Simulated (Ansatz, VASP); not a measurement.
**Two plane-wave programs on In3As**

```
In As
1.0
     4.67168    0.00000    0.00000
     0.00000    4.67168    0.00000
     0.00000    0.00000    4.67168
In As
3 1
Direct
  0.00000 0.50000 0.50000
  0.50000 0.00000 0.50000
  0.50000 0.50000 0.00000
  0.00000 0.00000 0.00000
```

Alike in both runs: task relaxation of cell and atoms; functional PBEsol; dispersion D3(BJ); k mesh 10 × 10 × 10; occupations gaussian, width 0.1 eV; no spin polarisation.

```csv
,VASP,Ansatz
version,VASP 6.6.1,Ansatz 0.2.0
potentials or method,"VASP PAW PBE potentials, release 64 (In_d, As), cutoff 600 eV","scalar-relativistic, plane waves, PAW"
valence electrons in the cell,44,54
```

```csv
,VASP,Ansatz,Ansatz less VASP
"gap on the k mesh at the Fermi level, each at its own relaxed structure (eV)",none,none,-
relaxed volume (Å³/atom),22.86,22.82,-0.041
relaxed cell length with the largest relative difference (Å),4.505,4.502,-0.0027
```

VASP's potentials were made for PBE, not for PBEsol. A gap of «none» marks a metal or a gap that the smearing closes. VASP's potentials hold 44 valence electrons a cell and Ansatz's 54, so a difference there can come from the potentials and not from the codes.
